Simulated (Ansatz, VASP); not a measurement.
## Two plane-wave programs on Hg

The input INCAR:

```
SYSTEM = Hg
  PREC = Accurate
  ENCUT = 520
  EDIFF = 1E-7
  ISMEAR = 0
  SIGMA = 0.1
  LREAL = .FALSE.
  LASPH = .TRUE.
  NELM = 80
  ALGO = Fast
  ISIF = 2
  LWAVE = .FALSE.
  LCHARG = .TRUE.
  GGA = PE
  LELF = .TRUE.
  LVHAR = .TRUE.
  NBANDS = 12
```

Contents of KPOINTS:

```
regular mesh
0
G
  8 8 8
  0 0 0
```

File POSCAR:

```
Hg
1.0
    0.0000000000      2.4765821857      2.4765821857
    2.4765821857      0.0000000000      2.4765821857
    2.4765821857      2.4765821857      0.0000000000
Hg
1
Direct
    0.0000000000      0.0000000000      0.0000000000
```

Input for Ansatz:

```yaml
crystal:
  lattice:
    - [0.0, 2.4765821857, 2.4765821857]
    - [2.4765821857, 0.0, 2.4765821857]
    - [2.4765821857, 2.4765821857, 0.0]
  atoms:
    - { symbol: Hg, position: [0.0, 0.0, 0.0] }
basis:
  ecutrho_ratio: 8
kpoints:
  mp_grid: { grid: [8, 8, 8] }
hamiltonian:
  xc: pbe
scf:
  occupations: { method: gaussian, width: 0.1 }
  lower_state_search: "off"
output:
  forces: true
  stress: true
  eigenvalues: true
```

Alike in both runs: task single point; functional PBE; k mesh 8 × 8 × 8; occupations gaussian, width 0.1 eV; no spin polarisation.

```csv
,VASP,Ansatz
version,VASP 6.6.1,Ansatz 0.2.0
potentials or method,"VASP PAW PBE potentials, release 64 (Hg)","scalar-relativistic, plane waves, PAW"
plane-wave cutoff (eV),520,420
valence electrons in the cell,12,20
```

```csv
,VASP,Ansatz,Ansatz less VASP
gap on the k mesh at the Fermi level (eV),none,none,-
pressure (GPa),0.2,0.1,-0.05
```

A gap of «none» marks a metal or a gap that the smearing closes. With one functional, cell and mesh, what is left measures potentials, basis and numerics. VASP's potentials hold 12 valence electrons a cell and Ansatz's 20, so a difference there can come from the potentials and not from the codes.

Neither program's run includes spin-orbit coupling.
